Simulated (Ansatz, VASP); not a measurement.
Sb2Au in VASP and in Ansatz

File INCAR:

```
SYSTEM = Sb2Au
ALGO = Normal
EDIFF = 1E-7
EDIFFG = -0.001
ENCUT = 600
IBRION = 2
ISIF = 3
ISMEAR = -1
LASPH = .True.
LCHARG = .False.
LREAL = .False.
LWAVE = .False.
NELM = 80
NSW = 80
PREC = Accurate
SIGMA = 0.15
```

KPOINTS

```
k-points
0
Gamma
  12 12 12
  0 0 0
```

Contents of POSCAR:

```
Sb2Au
1.0
    0.0000000000      3.3621086466      3.3621086466
    3.3621086466      0.0000000000      3.3621086466
    3.3621086466      3.3621086466      0.0000000000
Sb Au
2 1
Direct
    0.2500000000      0.2500000000      0.2500000000
    0.7500000000      0.7500000000      0.7500000000
    0.0000000000      0.0000000000      0.0000000000
```

Input for Ansatz:

```yaml
crystal:
  lattice:
    - [0.0, 3.3621086466, 3.3621086466]
    - [3.3621086466, 0.0, 3.3621086466]
    - [3.3621086466, 3.3621086466, 0.0]
  atoms:
    - { symbol: Sb, position: [0.25, 0.25, 0.25] }
    - { symbol: Sb, position: [0.75, 0.75, 0.75] }
    - { symbol: Au, position: [0.0, 0.0, 0.0] }
basis:
  ecutwfc: 420
kpoints:
  mp_grid: { grid: [12, 12, 12] }
hamiltonian:
  xc: lda
scf:
  occupations: { method: fermi_dirac, width: 0.15 }
output:
  forces: true
  stress: true
  eigenvalues: true
relax:
  adjacent_minimum: "off"
  f_tol: 0.001
  max_steps: 60
  cell: { stress_tol: 0.01 }
```

Alike in both runs: task relaxation of cell and atoms; functional LDA; k mesh 12 × 12 × 12; occupations fermi-dirac, width 0.15 eV; no spin polarisation.

|  | VASP | Ansatz |
| --- | --- | --- |
| version | VASP 6.6.1 | Ansatz 0.2.0 |
| potentials or method | VASP PAW LDA potentials, release 64 (Sb, Au), cutoff 600 eV | scalar-relativistic, plane waves, PAW |
| valence electrons in the cell | 21 | 49 |

```tsv
	VASP	Ansatz	Ansatz less VASP
gap on the k mesh at the Fermi level, each at its own relaxed structure (eV)	none	none	-
relaxed volume (Å³/atom)	25.39	25.33	-0.056
relaxed cell length with the largest relative difference (Å)	4.758	4.755	-0.0035
```

LDA's correlation is that of Perdew and Zunger in VASP and of Perdew and Wang (1992) in Ansatz. A gap of «none» marks a metal or a gap that the smearing closes. VASP's potentials hold 21 valence electrons a cell and Ansatz's 49, so a difference there can come from the potentials and not from the codes.

Spin-orbit coupling is off throughout.
